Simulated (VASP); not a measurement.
Al3Ru2: single point with PBEsol

The system is Al3Ru2.

```xyz
10
Lattice="-3.0734 0.0000 0.0000 0.0000 -3.0734 0.0000 0.0000 0.0000 14.2517" Properties=species:S:1:pos:R:3 pbc="T T T"
Al   -1.5367   -1.5367    7.1258
Al   -3.0734   -3.0734    0.0000
Al   -1.5367   -1.5367    4.3647
Al   -3.0734   -3.0734   11.4905
Al   -1.5367   -1.5367    9.8870
Al   -3.0734   -3.0734    2.7612
Ru    0.0000    0.0000    8.6316
Ru   -1.5367   -1.5367    1.5058
Ru    0.0000    0.0000    5.6200
Ru   -1.5367   -1.5367   12.7459
```

```
Program             : VASP 6.6.1
Task                : single point
Functional          : PBEsol
Potentials or basis : VASP PAW PBE potentials, release 64 (Al, Ru_pv)
Cutoff              : 520 eV
k mesh              : 15 × 15 × 4
Occupations         : gaussian, width 0.15 eV
Spin                : no spin polarisation
```

```yaml
Pressure: 0.2 GPa
Largest_force: 0.014 eV/Å
Band_gap_on_the_k_mesh: zero (bands 37 and 38 overlap by 1.77 eV)
```

Forces on the atoms (eV/Å):
```
Al   0.000  0.000  0.000
Al   0.000  0.000  0.000
Al   0.000  0.000 -0.014
Al   0.000  0.000 -0.014
Al   0.000  0.000  0.014
Al   0.000  0.000  0.014
Ru   0.000  0.000 -0.006
Ru   0.000  0.000 -0.006
Ru   0.000  0.000  0.006
Ru   0.000  0.000  0.006
```

Stress tensor (GPa, compression positive):
```
0.15 0.00 0.00
0.00 0.15 0.00
0.00 0.00 0.23
```

Levels at points of the mesh, in eV from the Fermi level:
```csv
k point,band 35,band 36,band 37,band 38,band 39,band 40,band 41,band 42
"(0.00, 0.00, 0.00)",-0.23,-0.21,-0.10,-0.09,2.40,3.41,4.33,4.33
"(0.00, 0.00, 0.50)",-0.22,-0.22,-0.09,-0.09,2.72,2.72,4.71,4.71
```

Run time: 10 min on 1 thread of Intel(R) Xeon(R) Platinum 8488C (Sapphire Rapids) (shared host), peak memory 0.59 GiB.

Caveat: the PAW data sets were made with another functional, which shifts forces and pressure a little.
